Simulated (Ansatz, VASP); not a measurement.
# PtSe: VASP beside Ansatz

```
CELL_PARAMETERS angstrom
0.00000 2.67876 2.67876
2.67876 0.00000 2.67876
2.67876 2.67876 0.00000
ATOMIC_POSITIONS crystal
Pt 0.00000 0.00000 0.00000
Se 0.50000 0.50000 0.50000
```

Change from the starting cell: functional r2scan, volume scaled by 1.04, PAW files.

Alike in both runs: task electric field gradients; functional r2SCAN; k mesh 11 × 11 × 11; occupations fermi-dirac, width 0.03 eV; no spin polarisation.

```csv
,VASP,Ansatz
version,VASP 6.6.1,Ansatz 0.2.0
potentials or method,"VASP PAW PBE potentials, release 64 (Pt, Se)","PAW with Ansatz's default frozen-core files, scalar-relativistic"
plane-wave cutoff (eV),520,500
valence electrons in the cell,16,34
```

```csv
,VASP,Ansatz,Ansatz less VASP
pressure (GPa),-7.6,-7.7,-0.04
```

VASP's potentials were made for PBE, not for r2SCAN. VASP's potentials hold 16 valence electrons a cell and Ansatz's 34, so a difference there can come from the potentials and not from the codes.

Neither program's run includes spin-orbit coupling.
